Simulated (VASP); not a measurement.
Set up this calculation in VASP 6.6.1, as the native input.

```yaml
Task: relaxation of cell and atoms
Functional: PBE
Potentials_or_basis: VASP PAW PBE potentials, release 64 (Sb, H, P)
Cutoff: 600 eV
k_mesh: 6 × 6 × 2
Occupations: gaussian, width 0.1 eV
Spin: no spin polarisation
Dipole_correction: no
Further_INCAR_settings: ALGO = Normal; EDIFF = 1e-06; IBRION = 2; EDIFFG = -0.04; NSW = 90; ISIF = 3
```

The structure of Sb2P3H lies in POSCAR:

```
Sb2P3H
1.0
    3.2622514843      0.0000000000      0.0000000000
    0.0000000000      3.2622514843      0.0000000000
    0.0000000000      0.0000000000     11.9642578434
Sb H P
2 1 3
Direct
    0.5000000000      0.5000000000      0.3369361993
    0.5000000000      0.5000000000      0.6630638007
    0.5000000000      0.5000000000      0.5000000000
    0.0000000000      0.5000000000      0.1270455563
    0.5000000000      0.0000000000      0.8729544437
    0.0000000000      0.0000000000      0.0000000000
```

The cell was generated, and may not be a known phase.

These files were run (other wordings do the same):

INCAR

```
PREC = Accurate ; ENCUT = 600
EDIFF = 1E-6 ; ISMEAR = 0
SIGMA = 0.1 ; LREAL = False
LASPH = True ; NELM = 80
ALGO = Normal ; ISIF = 3
LWAVE = False ; LCHARG = False
GGA = PE ; IBRION = 2
NSW = 90 ; EDIFFG = -0.04
```

KPOINTS

```
Automatic mesh
0
Gamma
  6 6 2
```

Potentials or basis: VASP PAW PBE potentials, release 64 (Sb, H, P).

Launch:

```bash
$ cat potpaw_PBE.64/Sb/POTCAR potpaw_PBE.64/H/POTCAR potpaw_PBE.64/P/POTCAR > POTCAR
$ mpirun -np 1 vasp_std > vasp.out
```

It gave:

| Quantity | Value |
| --- | --- |
| Relaxed volume | 24.25 Å³/atom |
| Relaxed cell | a = 3.148 Å, b = 3.148 Å, c = 14.687 Å, α = 90.00°, β = 90.00°, γ = 90.00° |
| Space group after relaxing (to 0.1 Å) | P-4m2 (No. 115) |
| Energy gained by relaxing | 58.0 meV/atom |
| Ionic steps | 25 |
| Pressure after relaxing | -0.1 GPa |
| Largest force after relaxing | 0.018 eV/Å |
| Band gap on the k mesh | zero (bands 13 and 14 overlap by 3.43 eV) |

Caveat: a cell axis changed by over 15 % at a fixed basis, so the end point is rough; spin-orbit coupling is left out, which moves the levels of the heavy elements; this functional lacks dispersion, which binds layers or chains, so the pressure and a relaxed spacing across them are unreliable.

It took 13 min on 1 thread of Intel(R) Xeon(R) Platinum 8259CL CPU @ 2.50GHz (Skylake/Cascade Lake) (shared host), peak memory 0.3 GiB.
